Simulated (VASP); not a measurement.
Crystal: Be6S.

```xyz
7
Lattice="3.9500 0.0000 0.0000 -1.9750 3.4208 0.0000 0.0000 0.0000 4.7500" Properties=species:S:1:pos:R:3 pbc="T T T"
Be    1.3167    2.2806    1.5200
Be    1.3165    0.0000    1.5200
Be   -0.6583    1.1402    1.5200
Be    2.6335    0.0000    3.2300
Be   -1.3167    2.2806    3.2300
Be    0.6583    1.1402    3.2300
S     0.0000    0.0000    0.0000
```

| Property | Result |
| --- | --- |
| Program | VASP 6.6.1 |
| Task | relaxation of cell and atoms |
| Functional | PBE |
| Potentials or basis | VASP PAW PBE potentials, release 64 (Be, S) |
| Cutoff | 600 eV |
| k mesh | 5 × 5 × 4 |
| Occupations | gaussian, width 0.2 eV |
| Spin | no spin polarisation |

At the start: pressure 15.4 GPa; volume 9.17 Å³/atom.

Question: Where does the relaxation end?

Answer: Over 8 steps the energy falls by 167.0 meV/atom and the volume is 10.32 Å³/atom (+12.5 %); space group P-31m (No. 162, to 0.05 Å).

Step by step:
```tsv
step	energy change (eV)	largest force (eV/Å)	pressure (GPa)	volume (Å³)
1	0.0000	0.9122	15.39	64.18
2	-0.9558	0.3684	-0.59	72.55
3	-0.9826	0.4226	-5.48	76.91
4	-1.0003	0.3907	-3.95	75.35
5	-1.1358	0.2495	-1.56	73.38
6	-1.1638	0.1278	0.31	72.01
7	-1.1639	0.1346	0.21	72.09
8	-1.1688	0.0402	0.12	72.21
```

Final structure:
```xyz
7
Lattice="3.8897 0.0000 0.0000 -1.9449 3.3686 0.0000 0.0000 0.0000 5.5113" Properties=species:S:1:pos:R:3 pbc="T T T"
Be    1.2926    2.2388    1.8500
Be   -0.6403    3.3686    1.8500
Be   -0.6523    1.1298    1.8500
Be    2.5852    0.0000    3.6613
Be    2.5971    2.2388    3.6613
Be    0.6523    1.1298    3.6613
S     0.0000    0.0000    5.5113
```

Caveat: the k points lie up to 0.37 Å⁻¹ apart in the final cell; the relaxation stopped at a loose force limit of 0.08 eV/Å, so its end isn't a converged minimum.
